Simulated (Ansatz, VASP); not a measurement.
## CaS in VASP and in Ansatz

```xyz
2
Lattice="0.0000 2.8400 2.8400 2.8400 0.0000 2.8400 2.8400 2.8400 0.0000" Properties=species:S:1:pos:R:3 pbc="T T T"
Ca    0.0000    0.0000    0.0000
S     2.8400    2.8400    2.8400
```

Alike in both runs: task single point; functional PBEsol; k mesh 6 × 6 × 6; occupations gaussian, width 0.05 eV; no spin polarisation.

```csv
,VASP,Ansatz
version,VASP 6.6.1,Ansatz 0.2.0
potentials or method,"VASP PAW PBE potentials, release 64 (Ca_sv, S), cutoff 500 eV","scalar-relativistic, plane waves, PAW"
valence electrons in the cell,16,16
```

|  | VASP | Ansatz | Ansatz less VASP |
| --- | --- | --- | --- |
| gap on the k mesh at the Fermi level (eV) | 2.21 | 2.22 | +0.005 |
| least direct gap on the mesh (eV) | 3.04 | 3.05 | +0.005 |
| pressure (GPa) | -1.3 | -1.4 | -0.17 |

VASP's potentials were made for PBE, not for PBEsol.
